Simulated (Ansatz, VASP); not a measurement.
## NaCl: VASP beside Ansatz

```
CELL_PARAMETERS angstrom
0.00000 2.73211 2.73211
2.73211 0.00000 2.73211
2.73211 2.73211 0.00000
ATOMIC_POSITIONS crystal
Na 0.00000 0.00000 0.00000
Cl 0.50000 0.50000 0.50000
```

Alike in both runs: task single point; functional LDA; k mesh 8 × 8 × 8; occupations gaussian, width 0.02 eV; no spin polarisation.

```csv
,VASP,Ansatz
version,VASP 6.6.1,Ansatz 0.2.0
potentials or method,"VASP PAW LDA potentials, release 64 (Na_pv, Cl), cutoff 500 eV","scalar-relativistic, plane waves, PAW"
valence electrons in the cell,14,16
```

Ansatz gave:

* gap on the k mesh at the Fermi level (eV): 5.07
* least direct gap on the mesh (eV): 5.07
* pressure (GPa): 0.0

Q: Estimate VASP's values.

A: gap on the k mesh at the Fermi level (eV): 5.08; least direct gap on the mesh (eV): 5.08; pressure (GPa): 0.0.

LDA's correlation is that of Perdew and Zunger in VASP and of Perdew and Wang (1992) in Ansatz. VASP's potentials hold 14 valence electrons a cell and Ansatz's 16, so a difference there can come from the potentials and not from the codes.
